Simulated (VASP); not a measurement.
# GaP (rocksalt type) (Fm-3m) in VASP: relaxation of cell and atoms with PBE

Aim: the relaxation of cell and atoms of GaP (rocksalt type) with PBE.

Program: VASP 6.6.1. These are calculated values, not measurements. Logs are shortened: lines on timing, memory, paths and dates and some standing lists are left out, and cuts for length are marked.

## 1. The cell of the first run

Symmetry: Fm-3m, No. 225, cubic system. Conventional cell: a = 4.581 Å, b = 4.581 Å, c = 4.581 Å, α = 90.00°, β = 90.00°, γ = 90.00°. Ga (site symmetry m-3m) has 6 P at 2.29 Å within 3.0 Å. Within 3.0 Å of P (site symmetry m-3m) lie 6 Ga at 2.29 Å.

## 2. Relaxation of cell and atoms, PBE, target pressure 70 GPa, at which the enthalpy is minimised

Input file INCAR:

```
SYSTEM = GaP
  ALGO = Normal
  EDIFF = 1E-7
  EDIFFG = -0.005
  ENCUT = 500
  GGA = PE
  GGA_COMPAT = .False.
  IBRION = 2
  ISIF = 3
  ISMEAR = -1
  LASPH = .True.
  LCHARG = .False.
  LREAL = .False.
  LWAVE = .False.
  NELM = 120
  NELMIN = 4
  NSW = 32
  PREC = Accurate
  PSTRESS = 700.0
  SIGMA = 0.1
```

Input file KPOINTS:

```
k-points
0
Gamma
  16 16 16
  0 0 0
```

Input file POSCAR:

```
GaP
1.0
    0.0000000000      2.2905034601      2.2905034601
    2.2905034601      0.0000000000      2.2905034601
    2.2905034601      2.2905034601      0.0000000000
Ga P
1 1
Direct
    0.0000000000      0.0000000000      0.0000000000
    0.5000000000      0.5000000000      0.5000000000
```

Potentials or basis: VASP PAW PBE potentials, release 64 (Ga_d, P).

Run with:

```sh
$ cat potpaw_PBE.64/Ga_d/POTCAR potpaw_PBE.64/P/POTCAR > POTCAR
$ mpirun -np 1 vasp_std > vasp.out
```

OUTCAR:

```text
SYSTEM = GaP
   EDIFF = 1E-7
   EDIFFG = -0.005
   ENCUT = 500
   GGA = PE
   IBRION = 2
   ISIF = 3
   ISMEAR = -1
   LASPH = .True.
   LREAL = .False.
   NELM = 120
   NELMIN = 4
   NSW = 32
   PREC = Accurate
   PSTRESS = 700.0

 ion  position               nearest neighbor table
   1  0.000  0.000  0.000-   2 2.29   2 2.29   2 2.29   2 2.29   2 2.29   2 2.29
   2  0.500  0.500  0.500-   1 2.29   1 2.29   1 2.29   1 2.29   1 2.29   1 2.29

  LATTYP: Found a face centered cubic cell.
 ALAT       =     4.5810069202

  Lattice vectors:

 A1 = (   0.0000000000,   2.2905034601,   2.2905034601)
 A2 = (   2.2905034601,   0.0000000000,   2.2905034601)
 A3 = (   2.2905034601,   2.2905034601,   0.0000000000)

Analysis of symmetry for initial positions (statically):
=====================================================================
 Subroutine PRICEL returns:
 Original cell was already a primitive cell.

 Routine SETGRP: Setting up the symmetry group for a
 face centered cubic supercell.

 Subroutine GETGRP returns: Found 48 space group operations
[... 9 lines left out ...]

 Routine SETGRP: Setting up the symmetry group for a
 face centered cubic supercell.

 Subroutine GETGRP returns: Found 48 space group operations
[... 11 lines left out ...]
                                     Primitive cell

  volume of cell :      24.0338

  direct lattice vectors                    reciprocal lattice vectors
     0.000000000  2.290503460  2.290503460    -0.218292619  0.218292619  0.218292619
     2.290503460  0.000000000  2.290503460     0.218292619 -0.218292619  0.218292619
     2.290503460  2.290503460  0.000000000     0.218292619  0.218292619 -0.218292619

  length of vectors
     3.239261058  3.239261058  3.239261058     0.378093908  0.378093908  0.378093908

  position of ions in fractional coordinates (direct lattice)
[... 8 lines left out ...]
----------------------------------------------------------------------------------------

 KPOINTS: k-points

Automatic generation of k-mesh.
 Grid dimensions read from file:
 generate k-points for:   16   16   16

 Generating k-lattice:

  Cartesian coordinates                     Fractional coordinates (reciprocal lattice)
    -0.013643289  0.013643289  0.013643289     0.062500000  0.000000000  0.000000000
     0.013643289 -0.013643289  0.013643289     0.000000000  0.062500000  0.000000000
     0.013643289  0.013643289 -0.013643289     0.000000000  0.000000000  0.062500000

  Length of vectors
     0.023630869  0.023630869  0.023630869

  Shift w.r.t. Gamma in fractional coordinates (k-lattice)
     0.000000000  0.000000000  0.000000000

 Subroutine IBZKPT returns following result:
 ===========================================

 Found    145 irreducible k-points:

 Following reciprocal coordinates:
            Coordinates               Weight
  0.000000  0.000000  0.000000      1.000000
  0.062500  0.000000  0.000000      8.000000
  0.125000  0.000000  0.000000      8.000000
  0.187500  0.000000  0.000000      8.000000
  0.250000  0.000000  0.000000      8.000000
  0.312500  0.000000  0.000000      8.000000
[... 16 lines left out ...]
 -0.125000  0.062500  0.000000     24.000000
 -0.062500  0.062500  0.000000     12.000000
 [... further k-points ...]
   k-points           NKPTS =    145   k-points in BZ     NKDIM =    145   number of bands    NBANDS=     13
   number of dos      NEDOS =    301   number of ions     NIONS =      2
   total plane-waves  NPLWV =  13824
   dimension x,y,z NGX =    24 NGY =   24 NGZ =   24
   dimension x,y,z NGXF=    48 NGYF=   48 NGZF=   48
   ions per type =               1   1
   NGX,Y,Z   is equivalent  to a cutoff of  12.32, 12.32, 12.32 a.u.
   NGXF,Y,Z  is equivalent  to a cutoff of  24.63, 24.63, 24.63 a.u.
 SYSTEM =  GaP
   PREC   = accura    normal or accurate (medium, high low for compatibility)
   ISTART =      0    job   : 0-new  1-cont  2-samecut
   ICHARG =      2    charge: 1-file 2-atom 10-const
   ISPIN  =      1    spin polarized calculation?
   LNONCOLLINEAR =      F non collinear calculations
   LSORBIT =      F    spin-orbit coupling
   LASPH  =      T    aspherical Exc in radial PAW
   ENCUT  =  500.0 eV  36.75 Ry    6.06 a.u.   5.91  5.91  5.91*2*pi/ulx,y,z
   NELM   =    120;   NELMIN=  4; NELMDL= -5     # of ELM steps
   EDIFF  = 0.1E-06   stopping-criterion for ELM
   LREAL  =      F    real-space projection
   EDIFFG = -.5E-02   stopping-criterion for IOM
   NSW    =     32    number of steps for IOM
   IBRION =      2    ionic relax: 0-MD 1-quasi-New 2-CG
   NFREE  =      1    steps in history (QN), initial steepest desc. (CG)
   ISIF   =      3    stress and relaxation
   ISYM   =      2    0-nonsym 1-usesym 2-fastsym
   POTIM  = 0.5000    time-step for ionic-motion
   TEBEG  =    0.0;   TEEND  =   0.0 temperature during run
   PSTRESS=  700.0 pullay stress
   NELECT =      18.0000    total number of electrons
   NUPDOWN=      -1.0000    fix difference up-down
   EMIN   =  10.00;   EMAX   =-10.00  energy-range for DOS
   EFERMI =   0.00;   METHOD = LEGACY
   ISMEAR =    -1;   SIGMA  =   0.10  broadening in eV -4-tet -1-fermi 0-gaus
   EFERMI_NEDOS =   21; number of points for ismear=-14 and -15
   IALGO  =     38    algorithm
   IMIX   =      4    mixing-type and parameters
     AMIX     =   0.40;   BMIX     =  1.00
     AMIX_MAG =   1.60;   BMIX_MAG =  1.00
  volume/ion in A,a.u.               =      12.02        81.09
  Fermi-wavevector in a.u.,A,eV,Ry     =   1.486705  2.809465 30.072833  2.210291
  Thomas-Fermi vector in A             =   2.599958
   LORBIT       =      0    0 simple, 1 ext, 2 COOP (PROOUT), +10 PAW based schemes
   GGA     = PE    functional components
   LHFCALC =     F    Hartree Fock is set to
   AEXX    =    0.0000 exact exchange contribution
   IVDW    =     0    specifies the selected vdW correction
   LEPSILON=     F    determine dielectric tensor
   LRPA    =     F    only Hartree local field effects (RPA)
 conjugate gradient relaxation of ions
 non-spin polarized calculation
  energy-cutoff  :      500.00
  volume of cell :       24.03
 maximum number of plane-waves:       620
   NGX = 11   NGY = 11   NGZ = 11

 number of electron      17.9999984 magnetization

 Free energy of the ion-electron system (eV)
  ---------------------------------------------------
  ext. energy  EPLUGINS =         0.00000000
  ---------------------------------------------------
  free energy    TOTEN  =        -6.69380817 eV

  energy without entropy =       -6.66925260  energy(sigma->0) =       -6.68153038

 E-fermi :  11.3468     XC(G=0): -12.7538

 val. band max:       11.3429338492   @ k =   0.2500   0.0625   0.0000
 cond. band min:      11.3545317244   @ k =   0.3125   0.0625   0.0000
 fundamental gap:      0.0115978751
 Fermi energy:        11.3467657206

 k-point     1 :       0.0000    0.0000    0.0000
  band No.  band energies     occupation
      1      -5.5283      2.00000
      2      -4.1699      2.00000
      3      -4.1699      2.00000
      4      -4.1181      2.00000
      5      -4.1181      2.00000
      6      -4.1181      2.00000
      7      11.2361      1.50286
      8      11.2361      1.50286
      9      11.2361      1.50286
     10      17.2891      0.00000
     11      18.0613      0.00000
     12      18.0613      0.00000
     13      18.0613      0.00000

 k-point     2 :       0.0625    0.0000    0.0000
  band No.  band energies     occupation
      1      -5.4486      2.00000
      2      -4.1731      2.00000
      3      -4.1731      2.00000
      4      -4.1195      2.00000
      5      -4.1139      2.00000
      6      -4.1139      2.00000
      7      10.6573      1.99798
      8      11.2185      1.56568
      9      11.2185      1.56568
     10      17.4472      0.00000
     11      18.0892      0.00000
     12      18.1809      0.00000
     13      18.1809      0.00000

 k-point     3 :       0.1250    0.0000    0.0000
  band No.  band energies     occupation
      1      -5.2117      2.00000
      2      -4.1844      2.00000
      3      -4.1844      2.00000
      4      -4.1218      2.00000
      5      -4.0998      2.00000
      6      -4.0998      2.00000
      7       9.3106      2.00000
      8      11.1788      1.68567
      9      11.1788      1.68567
     10      17.0003      0.00000
     11      18.2766      0.00000
     12      18.2766      0.00000
     13      18.9904      0.00000

 k-point     4 :       0.1875    0.0000    0.0000
  band No.  band energies     occupation
      1      -4.8295      2.00000
      2      -4.2034      2.00000
      3      -4.2034      2.00000
      4      -4.1139      2.00000
      5      -4.0764      2.00000
      6      -4.0764      2.00000
      7       7.6833      2.00000
      8      11.1474      1.76034
      9      11.1474      1.76034
     10      16.4191      0.00000
     11      17.4561      0.00000
     12      17.4561      0.00000
     13      19.8407      0.00000

 k-point     5 :       0.2500    0.0000    0.0000
  band No.  band energies     occupation
      1      -4.3940      2.00000
      2      -4.2270      2.00000
      3      -4.2270      2.00000
      4      -4.0474      2.00000
      5      -4.0474      2.00000
      6      -4.0069      2.00000
      7       6.0050      2.00000
      8      11.1550      1.74382
      9      11.1550      1.74382
     10      15.9071      0.00000
     11      16.3789      0.00000
     12      16.3789      0.00000
     13      20.0544      0.00000
[... 257 lines left out ...]
 k-point    22 :      -0.1875    0.0625    0.0000
  band No.  band energies     occupation
      1      -4.6316      2.00000
      2      -4.2211      2.00000
      3      -4.1984      2.00000
      4      -4.1157      2.00000
      5      -4.0731      2.00000
      6      -4.0240      2.00000
      7       7.1587      2.00000
      8      10.1477      1.99999
      9      11.7129      0.05010
     10      16.4156      0.00000
     11      16.5422      0.00000
     12      17.3277      0.00000
     13      19.4027      0.00000

 k-point    23 :      -0.1250    0.0625    0.0000
  band No.  band energies     occupation
      1      -5.0345      2.00000
      2      -4.2003      2.00000
      3      -4.1824      2.00000
      4      -4.1265      2.00000
      5      -4.0954      2.00000
      6      -4.0757      2.00000
      7       8.7733      2.00000
      8      10.3345      1.99992
      9      11.6005      0.14659
     10      17.1198      0.00000
     11      17.6323      0.00000
     12      18.0078      0.00000
     13      18.6992      0.00000

 k-point    24 :      -0.0625    0.0625    0.0000
  band No.  band energies     occupation
      1      -5.3172      2.00000
      2      -4.1841      2.00000
      3      -4.1730      2.00000
      4      -4.1231      2.00000
      5      -4.1090      2.00000
      6      -4.1020      2.00000
      7      10.0842      1.99999
      8      10.6918      1.99714
      9      11.4359      0.58155
     10      17.6777      0.00000
     11      17.7067      0.00000
     12      18.2435      0.00000
     13      18.7981      0.00000

 [... further k-points ...]
[... 5 lines left out ...]
  --------------------------------------------------------------------------------------
  -------------------------------------------------------------------------------------
  Total       10.4977384     10.4977384     10.4977384      0.0000000     -0.0000000     -0.0000000
  in kB      699.8153694    699.8153694    699.8153694      0.0000000     -0.0000000     -0.0000000
  external PRESSURE =      -0.1846306 kB  Pullay stress =     700.0000000 kB

 VOLUME and BASIS-vectors are now :
 -----------------------------------------------------------------------------
  energy-cutoff  :      500.00
  volume of cell :       24.03
      direct lattice vectors                 reciprocal lattice vectors
     0.000000000  2.290503460  2.290503460    -0.218292619  0.218292619  0.218292619
     2.290503460  0.000000000  2.290503460     0.218292619 -0.218292619  0.218292619
     2.290503460  2.290503460  0.000000000     0.218292619  0.218292619 -0.218292619

 POSITION                                       TOTAL-FORCE (eV/Angst)
 -----------------------------------------------------------------------------------
      0.00000      0.00000      0.00000         0.000000      0.000000      0.000000
      2.29050      2.29050      2.29050        -0.000000     -0.000000     -0.000000
 -----------------------------------------------------------------------------------
    total drift:                                0.000000     -0.000000     -0.000000

  FREE ENERGIE OF THE ION-ELECTRON SYSTEM (eV)
  ---------------------------------------------------
  free  energy   TOTEN  =        -6.6938081695 eV

  energy  without entropy=       -6.6692525981  energy(sigma->0) =       -6.68153038

  enthalpy is  TOTEN    =         3.8066998220 eV   P V=       10.5005079915

 reached required accuracy - stopping structural energy minimisation
```

It took 35 s on 1 thread of Intel Xeon 8259CL, shared host; peak memory 0.17 GiB.

What came out:

| Property | Result |
| --- | --- |
| Free energy | -6.6938 eV |
| Pressure after relaxing | 70.0 GPa |
| Band gap on the k mesh | zero (band 9 reaches 12.07 eV, above the bottom of band 10 at 8.65 eV) |

Final structure:
```xyz
2
Lattice="0.0000 2.2905 2.2905 2.2905 0.0000 2.2905 2.2905 2.2905 0.0000" Properties=species:S:1:pos:R:3 pbc="T T T"
Ga    0.0000    0.0000    0.0000
P     2.2905    2.2905    2.2905
```

Caveat: the relaxation stopped at its first step, so nothing moved; the cell is relaxed towards a set pressure, so the enthalpy falls and the energy may rise.
